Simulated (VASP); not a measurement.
Write the native input for VASP 6.6.1 that does the following.

```yaml
Task: single point
Functional: PBEsol
Potentials_or_basis: VASP PAW PBE potentials, release 64 (Al, Sc_sv, N)
Cutoff: 520 eV
k_mesh: 4 × 4 × 4
Occupations: gaussian, width 0.1 eV
Spin: no spin polarisation
Dipole_correction: no
Further_INCAR_settings: ALGO = Normal; EDIFF = 1e-07; NBANDS = 44
```

The structure of ScAl2N3 lies in POSCAR:

```
ScAl2N3
1.0
    4.9189048216     -2.8279799119      0.0000000000
    4.9189048216      2.8279799119      0.0000000000
    0.0000000000      0.0000000000      4.9604117467
Al Sc N
4 2 6
Direct
    0.0065598409      0.3358414880      0.9877100098
    0.6641585120      0.9934401591      0.9877100098
    0.9934401591      0.6641585120      0.4877100098
    0.3358414880      0.0065598409      0.4877100098
    0.3222906649      0.6777093351      0.9699364147
    0.6777093351      0.3222906649      0.4699364147
    0.0287881258      0.3323187237      0.3690108796
    0.6676812763      0.9712118742      0.3690108796
    0.9712118742      0.6676812763      0.8690108796
    0.3323187237      0.0287881258      0.8690108796
    0.3098879010      0.6901120990      0.4046217767
    0.6901120990      0.3098879010      0.9046217767
```

The input as run:

INCAR

```
ALGO = Normal
EDIFF = 1E-7
ENCUT = 520
GGA = PS
ISIF = 2
ISMEAR = 0
LASPH = True
LCHARG = False
LREAL = False
LWAVE = False
NBANDS = 44
NELM = 60
PREC = Accurate
SIGMA = 0.1
```

KPOINTS

```
k-points
0
Gamma
  4 4 4
```

Potentials or basis: VASP PAW PBE potentials, release 64 (Al, Sc_sv, N).

Run with:

```bash
$ cat potpaw_PBE.64/Al/POTCAR potpaw_PBE.64/Sc_sv/POTCAR potpaw_PBE.64/N/POTCAR > POTCAR
$ mpirun -np 1 vasp_std > vasp.out
```

It gave:

```yaml
Pressure: -0.1 GPa
Largest_force: 0.061 eV/Å
Band_gap_on_the_k_mesh: 2.88 eV
```

Caveat: the PAW data sets were made with another functional, which shifts forces and pressure a little.

Wall time 110 s on 1 thread of Oxide Virtual Turin-like Processor (shared host), peak memory 0.27 GiB.
